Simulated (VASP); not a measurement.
Input of a VASP 6.6.1 run:

File INCAR:

```
PREC = Accurate ; ENCUT = 600
EDIFF = 1E-6 ; ISMEAR = -1
SIGMA = 0.1 ; LREAL = F
LASPH = T ; NELM = 100
ALGO = Normal ; ISIF = 3
LWAVE = F ; LCHARG = F
GGA = PE ; IBRION = 2
NSW = 60 ; EDIFFG = -0.01
```

KPOINTS

```
Automatic mesh
0
Gamma
  7 7 7
```

Contents of POSCAR:

```
NaB
1.0
    0.0000000000      2.6838690000      2.6838690000
    2.6838690000      0.0000000000      2.6838690000
    2.6838690000      2.6838690000      0.0000000000
Na B
1 1
Direct
    0.0000000000      0.0000000000      0.0000000000
    0.5000000000      0.5000000000      0.5000000000
```

Potentials or basis: VASP PAW PBE potentials, release 64 (Na_pv, B).

Command:

```bash
$ cat potpaw_PBE.64/Na_pv/POTCAR potpaw_PBE.64/B/POTCAR > POTCAR
$ mpirun -np 1 vasp_std > vasp.out
```

Question: What does it give for the space group after relaxing (to 0.05 Å)?

Answer: Fm-3m (No. 225).

Question: Estimate the relaxed volume.

Answer: 19.40 Å³/atom.

Question: What does it give for the band gap on the k mesh?

Answer: Zero (band 5 reaches 3.11 eV, above the bottom of band 6 at 0.22 eV).

Question: What does it give for the relaxed cell?

Answer: a = 3.800 Å, b = 3.800 Å, c = 3.800 Å, α = 60.00°, β = 60.00°, γ = 60.00°.

The path:
```csv
step,energy change (eV),largest force (eV/Å),pressure (GPa),volume (Å³)
1,0.0000,0.0000,0.19,38.66
2,-0.0001,0.0000,0.08,38.79
```
